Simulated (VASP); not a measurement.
Here is a VASP 6.6.1 calculation.

INCAR

```
SYSTEM = BaTiO3
PREC = Accurate ; ENCUT = 520
EDIFF = 1E-7 ; ISMEAR = -1
SIGMA = 0.05 ; LREAL = .FALSE.
LASPH = .TRUE. ; NELM = 60
ALGO = Normal ; ISIF = 2
LWAVE = .FALSE. ; LCHARG = .FALSE.
NBANDS = 28
```

The input KPOINTS:

```
Automatic mesh
0
G
  9 9 9
  0 0 0
```

The input POSCAR:

```
BaTiO3
1.0
    2.8086899470      1.6215978970      2.3021758936
   -2.8086899470      1.6215978970      2.3021758936
    0.0000000000     -3.2431957940      2.3021758936
Ba Ti O
1 1 3
Direct
    0.0000000000      0.0000000000      0.0000000000
    0.5140000000      0.5140000000      0.5140000000
    0.4916000000      0.4916000000      0.9815000000
    0.4916000000      0.9815000000      0.4916000000
    0.9815000000      0.4916000000      0.4916000000
```

Potentials or basis: VASP PAW LDA potentials, release 64 (Ba_sv, Ti_sv, O).

Run with:

```bash
$ cat potpaw_LDA.64/Ba_sv/POTCAR potpaw_LDA.64/Ti_sv/POTCAR potpaw_LDA.64/O/POTCAR > POTCAR
$ mpirun -np 1 vasp_std > vasp.out
```

(1) Estimate the largest force.

(2) What does it give for the pressure?

## Answers

(1) 0.245 eV/Å.

(2) -0.3 GPa.
